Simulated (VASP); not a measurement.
# ZrZnS3O12 (R3c) in VASP: further runs

ZrZnS3O12 is run at these levels: r2SCAN, PBE; tasks: electric field gradients.

Program: VASP 6.6.1. These are calculated values, not measurements. Logs are shortened: lines on timing, memory, paths and dates and some standing lists are left out, and cuts for length are marked.

## (1) The cell of the first run

Symmetry: R3c, No. 161, trigonal system. The conventional cell has a = 8.848 Å, b = 8.848 Å, c = 22.730 Å, α = 90.00°, β = 90.00°, γ = 120.00°. Within 2.8 Å of Zr (site symmetry 3) lie 6 O at 2.08 to 2.11 Å. Within 2.8 Å of Zn (site symmetry 3) lie 6 O at 2.09 Å. S (site symmetry 1) has 4 O at 1.46 to 1.51 Å within 1.9 Å. O (site symmetry 1) has 1 S at 1.46 Å within 1.9 Å. O (site symmetry 1) has 1 S at 1.51 Å within 2.0 Å. Within 1.9 Å of O (site symmetry 1) lie 1 S at 1.46 Å. Within 2.0 Å of O (site symmetry 1) lie 1 S at 1.51 Å.

## (2) Electric field gradients, r2SCAN

POSCAR reads:

```
ZrZnS3O12
1.0
    4.4238959984      2.5541375456      7.5767055867
   -4.4238959984      2.5541375456      7.5767055867
    0.0000000000     -5.1082750911      7.5767055867
Zr Zn S O
2 2 6 24
Direct
    0.3556955400      0.3556955400      0.3556955400
    0.8556955400      0.8556955400      0.8556955400
    0.6468347700      0.6468347700      0.6468347700
    0.1468347700      0.1468347700      0.1468347700
    0.0357100900      0.4554715900      0.7556438100
    0.7556438100      0.0357100900      0.4554715900
    0.4554715900      0.7556438100      0.0357100900
    0.2556438100      0.9554715900      0.5357100900
    0.5357100900      0.2556438100      0.9554715900
    0.9554715900      0.5357100900      0.2556438100
    0.8774666200      0.4861615400      0.7273133700
    0.7273133700      0.8774666200      0.4861615400
    0.4861615400      0.7273133700      0.8774666200
    0.2273133700      0.9861615400      0.3774666200
    0.3774666200      0.2273133700      0.9861615400
    0.9861615400      0.3774666200      0.2273133700
    0.1239612900      0.5121671300      0.2714562700
    0.2714562700      0.1239612900      0.5121671300
    0.5121671300      0.2714562700      0.1239612900
    0.7714562700      0.0121671300      0.6239612900
    0.6239612900      0.7714562700      0.0121671300
    0.0121671300      0.6239612900      0.7714562700
    0.7921833800      0.5690355400      0.4151390700
    0.4151390700      0.7921833800      0.5690355400
    0.5690355400      0.4151390700      0.7921833800
    0.9151390700      0.0690355400      0.2921833800
    0.2921833800      0.9151390700      0.0690355400
    0.0690355400      0.2921833800      0.9151390700
    0.2053025300      0.4343735900      0.5860838600
    0.5860838600      0.2053025300      0.4343735900
    0.4343735900      0.5860838600      0.2053025300
    0.0860838600      0.9343735900      0.7053025300
    0.7053025300      0.0860838600      0.9343735900
    0.9343735900      0.7053025300      0.0860838600
```

INCAR.step1 reads:

```
SYSTEM = ZrZnS3O12
ALGO     = Normal         ! electronic algorithm
EDIFF    = 1E-4           ! SCF threshold, eV
ENCUT    = 520            ! plane-wave cutoff, eV
GGA      = PE             ! functional
ISMEAR   = -1             ! smearing method
LASPH    = .TRUE.         ! aspherical terms in the spheres
LCHARG   = .FALSE.        ! write CHGCAR
LREAL    = Auto         
LWAVE    = .TRUE.         ! write WAVECAR
NBANDS   = 137            ! bands
NELM     = 100            ! most SCF steps
PREC     = Accurate       ! precision mode
SIGMA    = 0.02           ! smearing width, eV
```

INCAR.step2 reads:

```
SYSTEM = ZrZnS3O12
ALGO     = Normal         ! electronic algorithm
EDIFF    = 1E-8           ! SCF threshold, eV
ENCUT    = 520            ! plane-wave cutoff, eV
ISIF     = 2              ! what is computed and relaxed
ISMEAR   = -1             ! smearing method
ISTART   = 1            
LASPH    = .TRUE.         ! aspherical terms in the spheres
LCHARG   = .FALSE.        ! write CHGCAR
LEFG     = .TRUE.       
LMIXTAU  = .TRUE.       
LREAL    = Auto         
LWAVE    = .FALSE.        ! write WAVECAR
METAGGA  = R2SCAN         ! meta-GGA
NBANDS   = 137            ! bands
NELM     = 100            ! most SCF steps
PREC     = Accurate       ! precision mode
SIGMA    = 0.02           ! smearing width, eV
```

KPOINTS reads:

```
k-points
0
G
  3 3 3
  0 0 0
```

Potentials or basis: VASP PAW PBE potentials, release 64 (Zr_sv, Zn, S, O).

Started as:

```
cat potpaw_PBE.64/Zr_sv/POTCAR potpaw_PBE.64/Zn/POTCAR potpaw_PBE.64/S/POTCAR potpaw_PBE.64/O/POTCAR > POTCAR
cp INCAR.step1 INCAR
mpirun -np 1 vasp_std > vasp.out
cp INCAR.step2 INCAR
mpirun -np 1 vasp_std > vasp.out
```

OUTCAR:

```text
SYSTEM = ZrZnS3O12
   EDIFF = 1E-8
   ENCUT = 520
   ISIF = 2
   ISMEAR = -1
   ISTART = 1
   LASPH = .TRUE.
   LREAL = Auto
   METAGGA = R2SCAN
   NELM = 100
   PREC = Accurate

 ion  position               nearest neighbor table
   1  0.356  0.356  0.356-  30 2.08  29 2.08  31 2.08  17 2.11  19 2.11  18 2.11
   2  0.856  0.856  0.856-  33 2.08  34 2.08  32 2.08  22 2.11  20 2.11  21 2.11
   3  0.647  0.647  0.647-  11 2.09  13 2.09  12 2.09  24 2.09  23 2.09  25 2.09
   4  0.147  0.147  0.147-  16 2.09  14 2.09  15 2.09  27 2.09  28 2.09  26 2.09
   5  0.036  0.455  0.756-  28 1.46  11 1.46  29 1.51  22 1.51
   6  0.756  0.036  0.455-  26 1.46  12 1.46  30 1.51  20 1.51
   7  0.455  0.756  0.036-  27 1.46  13 1.46  31 1.51  21 1.51
   8  0.256  0.955  0.536-  24 1.46  14 1.46  32 1.51  18 1.51
   9  0.536  0.256  0.955-  25 1.46  15 1.46  33 1.51  19 1.51
  10  0.955  0.536  0.256-  23 1.46  16 1.46  34 1.51  17 1.51
  11  0.877  0.486  0.727-   5 1.46   3 2.09
  12  0.727  0.877  0.486-   6 1.46   3 2.09
  13  0.486  0.727  0.877-   7 1.46   3 2.09
  14  0.227  0.986  0.377-   8 1.46   4 2.09
  15  0.377  0.227  0.986-   9 1.46   4 2.09
  16  0.986  0.377  0.227-  10 1.46   4 2.09
[... 16 lines left out ...]
  33  0.705  0.086  0.934-   9 1.51   2 2.08
  34  0.934  0.705  0.086-  10 1.51   2 2.08

  LATTYP: Found a trigonal (rhomboedric) cell.
 ALAT       =     9.1378849825
 COS(alpha) =     0.5312422747

  Lattice vectors:

 A1 = (   4.4238959984,   2.5541375456,   7.5767055867)
 A2 = (  -4.4238959984,   2.5541375456,   7.5767055867)
 A3 = (   0.0000000000,  -5.1082750911,   7.5767055867)

Analysis of symmetry for initial positions (statically):
=====================================================================
 Subroutine PRICEL returns:
 Original cell was already a primitive cell.

 Routine SETGRP: Setting up the symmetry group for a
 trigonal (rhombohedral) supercell.

 Subroutine GETGRP returns: Found  6 space group operations
 (whereof  3 operations were pure point group operations)
 out of a pool of 12 trial point group operations.
[... 223 lines left out ...]
      5     -28.1929      2.00000
      6     -28.1919      2.00000
[... 763 lines left out ...]
    125       6.7990      0.00000
    126       7.0233      0.00000
 [bands above 126 left out]

------------------------ aborting loop because EDIFF is reached ----------------------------------------

  FORCE on cell =-STRESS in cart. coord.  units (eV):
  Direction    XX          YY          ZZ          XY          YZ          ZX
  --------------------------------------------------------------------------------------
  -------------------------------------------------------------------------------------
  Total      -16.9445548    -16.9445548    -14.9074743      0.0000000     -0.0000000     -0.0000000
  in kB      -52.8518134    -52.8518134    -46.4979494      0.0000000     -0.0000000     -0.0000000
  external PRESSURE =     -50.7338587 kB  Pullay stress =       0.0000000 kB

 VOLUME and BASIS-vectors are now :
 -----------------------------------------------------------------------------
  energy-cutoff  :      520.00
  volume of cell :      513.67
      direct lattice vectors                 reciprocal lattice vectors
     4.423895998  2.554137546  7.576705587     0.113022548  0.065253599  0.043994495
    -4.423895998  2.554137546  7.576705587    -0.113022548  0.065253599  0.043994495
     0.000000000 -5.108275091  7.576705587     0.000000000 -0.130507198  0.043994495

 POSITION                                       TOTAL-FORCE (eV/Angst)
 -----------------------------------------------------------------------------------
      0.00000      0.00000      8.08500        -0.000000      0.000000      0.118081
      0.00000      0.00000     19.45006        -0.000000      0.000000      0.118081
      0.00000      0.00000     14.70263        -0.000000     -0.000000     -0.066661
      0.00000      0.00000      3.33757        -0.000000     -0.000000     -0.066661
     -1.85698     -2.60549      9.44683         0.165231     -0.304367     -0.016563
      3.18491     -0.30545      9.44683         0.180974      0.295278     -0.016563
[... 26 lines left out ...]
      2.73936     -2.75173     13.07558        -0.423715     -0.037127     -0.163008
      1.01339      3.74822     13.07558         0.244010     -0.348385     -0.163008
 -----------------------------------------------------------------------------------
    total drift:                               -0.000000      0.000001      0.004378

  FREE ENERGIE OF THE ION-ELECTRON SYSTEM (eV)
  ---------------------------------------------------
  free  energy   TOTEN  =      -319.1839247952 eV

  energy  without entropy=     -319.1839247952  energy(sigma->0) =     -319.18392480

 Electric field gradients (V/A^2)
---------------------------------------------------------------------
 ion       V_xx      V_yy      V_zz      V_xy      V_xz      V_yz
---------------------------------------------------------------------
   1      -7.303    -7.303    14.606     0.000     0.000    -0.000
   2      -7.303    -7.303    14.606    -0.000    -0.000    -0.000
   3      -2.402    -2.402     4.804     0.000     0.000    -0.000
   4      -2.402    -2.402     4.804    -0.000    -0.000    -0.000
   5      -5.960     3.155     2.805    19.698   -26.843    10.419
   6      17.936   -20.741     2.805    -5.902     4.399   -28.456
[... 26 lines left out ...]
  33     137.527   -74.861   -62.665    15.649   -32.594    -4.861
  34      -8.212    70.877   -62.665   -99.791    20.507   -25.796
---------------------------------------------------------------------

 Electric field gradients after diagonalization (V/A^2)
 (convention: |V_zz| > |V_xx| > |V_yy|)
----------------------------------------------------------------------
 ion       V_xx      V_yy      V_zz     asymmetry (V_yy - V_xx)/ V_zz
----------------------------------------------------------------------
   1      -7.303    -7.303    14.606       0.000
   2      -7.303    -7.303    14.606       0.000
   3      -2.402    -2.402     4.804       0.000
   4      -2.402    -2.402     4.804       0.000
   5      27.120    12.750   -39.869       0.360
   6      27.120    12.750   -39.869       0.360
[... 26 lines left out ...]
  33     -76.683   -67.219   143.902       0.066
  34     -76.683   -67.219   143.902       0.066
----------------------------------------------------------------------

           NMR quadrupolar parameters

 Cq : quadrupolar parameter    Cq=e*Q*V_zz/h
 eta: asymmetry parameters     (V_yy - V_xx)/ V_zz
 Q  : nuclear electric quadrupole moment in mb (millibarn)
----------------------------------------------------------------------
 ion       Cq(MHz)       eta       Q (mb)
----------------------------------------------------------------------
   1       0.035       0.000       1.000
   2       0.035       0.000       1.000
   3       0.012       0.000       1.000
   4       0.012       0.000       1.000
   5      -0.096       0.360       1.000
   6      -0.096       0.360       1.000
[... 26 lines left out ...]
  33       0.348       0.066       1.000
  34       0.348       0.066       1.000
----------------------------------------------------------------------
```

Wall time 30 min (1 thread of Intel Xeon 6975P-C (Granite Rapids), shared host); peak memory 0.95 GiB.

Results:

```yaml
Free_energy: -319.1839 eV
Pressure: -5.1 GPa
Largest_force: 0.914 eV/Å
Band_gap_on_the_k_mesh: 4.53 eV, direct
```

Forces in eV/Å, atoms in the order of the input:
```
Zr   0.000  0.000  0.118
Zr   0.000  0.000  0.118
Zn   0.000  0.000 -0.067
Zn   0.000  0.000 -0.067
S    0.165 -0.304 -0.017
S    0.181  0.295 -0.017
S   -0.346  0.009 -0.017
S    0.346  0.009 -0.017
S   -0.181  0.295 -0.017
S   -0.165 -0.304 -0.017
O    0.311  0.111  0.578
O   -0.252  0.214  0.578
O   -0.059 -0.325  0.578
O    0.059 -0.325  0.578
O    0.252  0.214  0.578
O   -0.311  0.111  0.578
O    0.000 -0.291 -0.395
O    0.252  0.145 -0.395
O   -0.252  0.146 -0.395
O    0.252  0.146 -0.395
O   -0.252  0.145 -0.395
O    0.000 -0.291 -0.395
O    0.568  0.715 -0.021
O   -0.903  0.134 -0.021
O    0.335 -0.850 -0.021
O   -0.335 -0.850 -0.021
O    0.903  0.134 -0.021
O   -0.568  0.715 -0.021
O   -0.244 -0.348 -0.163
O    0.424 -0.037 -0.163
O   -0.180  0.386 -0.163
O    0.180  0.386 -0.163
O   -0.424 -0.037 -0.163
O    0.244 -0.348 -0.163
```

Electric field gradients, principal values (V/Å²):
| atom | least | middle | greatest (by size) |
| --- | --- | --- | --- |
| 1 Zr | -7.303 | -7.303 | 14.606 |
| 2 Zr | -7.303 | -7.303 | 14.606 |
| 3 Zn | -2.402 | -2.402 | 4.804 |
| 4 Zn | -2.402 | -2.402 | 4.804 |
| 5 S | 12.750 | 27.120 | -39.869 |
| 6 S | 12.750 | 27.120 | -39.869 |
| 7 S | 12.750 | 27.120 | -39.869 |
| 8 S | 12.750 | 27.120 | -39.869 |
| 9 S | 12.750 | 27.120 | -39.869 |
| 10 S | 12.750 | 27.120 | -39.869 |
| 11 O | -67.572 | -79.485 | 147.057 |
| 12 O | -67.572 | -79.485 | 147.057 |
| 13 O | -67.572 | -79.485 | 147.057 |
| 14 O | -67.572 | -79.485 | 147.057 |
| 15 O | -67.572 | -79.485 | 147.057 |
| 16 O | -67.572 | -79.485 | 147.057 |
| 17 O | -69.753 | -75.124 | 144.876 |
| 18 O | -69.753 | -75.124 | 144.876 |
| 19 O | -69.753 | -75.124 | 144.876 |
| 20 O | -69.753 | -75.124 | 144.876 |
| 21 O | -69.753 | -75.124 | 144.876 |
| 22 O | -69.753 | -75.124 | 144.876 |
| 23 O | -67.009 | -81.452 | 148.461 |
| 24 O | -67.009 | -81.452 | 148.461 |
| 25 O | -67.009 | -81.452 | 148.461 |
| 26 O | -67.009 | -81.452 | 148.461 |
| 27 O | -67.009 | -81.452 | 148.461 |
| 28 O | -67.009 | -81.452 | 148.461 |
| 29 O | -67.219 | -76.683 | 143.902 |
| 30 O | -67.219 | -76.683 | 143.902 |
| 31 O | -67.219 | -76.683 | 143.902 |
| 32 O | -67.219 | -76.683 | 143.902 |
| 33 O | -67.219 | -76.683 | 143.902 |
| 34 O | -67.219 | -76.683 | 143.902 |

Caveat: without QUAD_EFG the Cq values of the log hold for a quadrupole moment of 1 mb, not for the nuclei; the PAW data sets were made with another functional, which shifts forces and pressure a little.

(Part 1 of 2 ends here.)
